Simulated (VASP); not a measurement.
Here is a VASP 6.6.1 calculation.

The input INCAR:

```
SYSTEM = Ge
PREC = Accurate ; ENCUT = 600
EDIFF = 1E-6 ; ISMEAR = 0
SIGMA = 0.1 ; LREAL = .FALSE.
LASPH = .TRUE. ; NELM = 80
ALGO = Normal ; ISIF = 3
LWAVE = .FALSE. ; LCHARG = .FALSE.
GGA = PE ; IBRION = 2
NSW = 90 ; EDIFFG = -0.04
```

KPOINTS

```
Automatic mesh
0
G
  6 6 6
  0 0 0
```

Contents of POSCAR:

```
Ge
1.0
    3.0102034416      0.0000000000      0.0000000000
   -1.5051017208      2.6069126510      0.0000000000
    0.0000000000      0.0000000000      2.5257716425
Ge
1
Direct
    0.0000000000      0.0000000000      0.0000000000
```

Potentials or basis: VASP PAW PBE potentials, release 64 (Ge_d).

Launch:

```sh
$ cat potpaw_PBE.64/Ge_d/POTCAR > POTCAR
$ mpirun -np 1 vasp_std > vasp.out
```

Task: What does it give for the space group after relaxing (to 0.05 Å)?

Result: P6/mmm (No. 191).

Task: What does it give for the band gap on the k mesh?

Result: Zero (band 7 reaches 11.46 eV, above the bottom of band 8 at 3.01 eV).

Task: What does it give for the relaxed cell?

Result: a = 2.849 Å, b = 2.849 Å, c = 2.804 Å, α = 90.00°, β = 90.00°, γ = 120.00°.

Task: Predict the relaxed volume.

Result: 19.71 Å³/atom.

Step by step:
```
step  energy change (eV)  largest force (eV/Å)  pressure (GPa)  volume (Å³)
   1              0.0000                0.0000           -0.50        19.82
   2             -0.1234                0.0000           -0.50        19.60
   3              0.0795                0.0000           11.44        18.40
   4             -0.1642                0.0000            0.93        19.32
   5             -0.1643                0.0000            1.42        19.34
   6             -0.1657                0.0000           -0.43        19.90
   7             -0.1661                0.0000           -0.04        19.71
```

Caveat: the k points lie up to 0.42 Å⁻¹ apart in the final cell.
